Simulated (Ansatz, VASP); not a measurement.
**One calculation of Ti, two programs**

```
Ti
1.0
     2.93858    0.00000    0.00000
    -1.46929    2.54489    0.00000
     0.00000    0.00000    4.65043
Ti
2
Direct
  0.33333 0.66667 0.25000
  0.66667 0.33333 0.75000
```

Alike in both runs: task relaxation of cell and atoms; functional LDA; k mesh 18 × 18 × 10; occupations gaussian, width 0.1 eV; no spin polarisation.

|  | VASP | Ansatz |
| --- | --- | --- |
| version | VASP 6.6.1 | Ansatz 0.2.0 |
| potentials or method | VASP PAW LDA potentials, release 64 (Ti_sv), cutoff 600 eV | scalar-relativistic, plane waves, PAW |
| valence electrons in the cell | 24 | 24 |

Ansatz gave:

| Item | Value |
| --- | --- |
| gap on the k mesh at the Fermi level, each at its own relaxed structure (eV) | none |
| relaxed volume (Å³/atom) | 16.11 |
| relaxed cell length with the largest relative difference (Å) | 2.864 |

**Question.** What did VASP give for the same quantities?

**Answer.** gap on the k mesh at the Fermi level, each at its own relaxed structure (eV): none; relaxed volume (Å³/atom): 16.08; relaxed cell length with the largest relative difference (Å): 2.862.

LDA's correlation is that of Perdew and Zunger in VASP and of Perdew and Wang (1992) in Ansatz. A gap of «none» marks a metal or a gap that the smearing closes.
